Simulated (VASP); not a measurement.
Input of a VASP 6.6.1 run:

Contents of INCAR:

```
  ALGO = Normal
  EDIFF = 1E-6
  ENCUT = 520
  GGA = PE
  ISIF = 2
  ISMEAR = 0
  LASPH = T
  LCHARG = F
  LREAL = F
  LWAVE = F
  NBANDS = 15
  NELM = 100
  PREC = Accurate
  SIGMA = 0.1
```

KPOINTS

```
k-points
0
Gamma
  24 24 20
```

File POSCAR:

```
TaN
1.0
    3.0115471818      0.0000000000      0.0000000000
   -1.5057735909      2.6080763641      0.0000000000
    0.0000000000      0.0000000000      2.9477710318
Ta N
1 1
Direct
    0.3333333333      0.6666666667      0.5000000000
    0.0000000000      0.0000000000      0.0000000000
```

Potentials or basis: VASP PAW PBE potentials, release 64 (Ta_pv, N).

Launch:

```bash
$ cat potpaw_PBE.64/Ta_pv/POTCAR potpaw_PBE.64/N/POTCAR > POTCAR
$ mpirun -np 1 vasp_std > vasp.out
```

Task: Estimate the pressure.

Result: -16.8 GPa.

Task: Estimate the band gap on the k mesh.

Result: Zero (bands 8 and 9 overlap by 0.46 eV).

Stress tensor (GPa, compression positive):
```
-16.84   0.00   0.00
  0.00 -16.84   0.00
  0.00   0.00 -16.73
```

Caveat: the cell stands under tension; spin-orbit coupling is left out, which moves the levels of the heavy elements.
